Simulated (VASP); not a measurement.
## Cu: single point with PBEsol

The system is Cu.

```
CELL_PARAMETERS angstrom
0.00000 2.61422 2.61422
2.61422 0.00000 2.61422
2.61422 2.61422 0.00000
ATOMIC_POSITIONS crystal
Cu 0.00000 0.00000 0.00000
Cu 0.25000 0.25000 0.25000
```

```json
{"Program": "VASP 6.6.1", "Task": "single point", "Functional": "PBEsol", "Potentials or basis": "VASP PAW PBE potentials, release 64 (Cu)", "Cutoff": "520 eV", "k mesh": "9 × 9 × 9", "Occupations": "fermi-dirac, width 0.136057 eV", "Spin": "no spin polarisation", "Dipole correction": "no", "Further INCAR settings": "ALGO = Normal; EDIFF = 1e-07; NBANDS = 18"}
```

The pressure is 0.4 GPa. The band gap on the k mesh is zero (band 11 reaches 3.55 eV, above the bottom of band 12 at 2.87 eV).

Levels at points of the mesh, in eV from the Fermi level:
```tsv
k point	band 7	band 8	band 9	band 10	band 11	band 12	band 13	band 14	band 15	band 16
(0.00, 0.00, 0.00)	-1.98	-1.98	-1.98	-1.25	-1.25	10.21	10.21	10.21	11.06	11.06
```

It took 11 s on 1 thread of Intel Xeon 6975P-C (shared host), peak memory 0.16 GiB.

Caveat: the PAW data sets were made with another functional, which shifts forces and pressure a little.
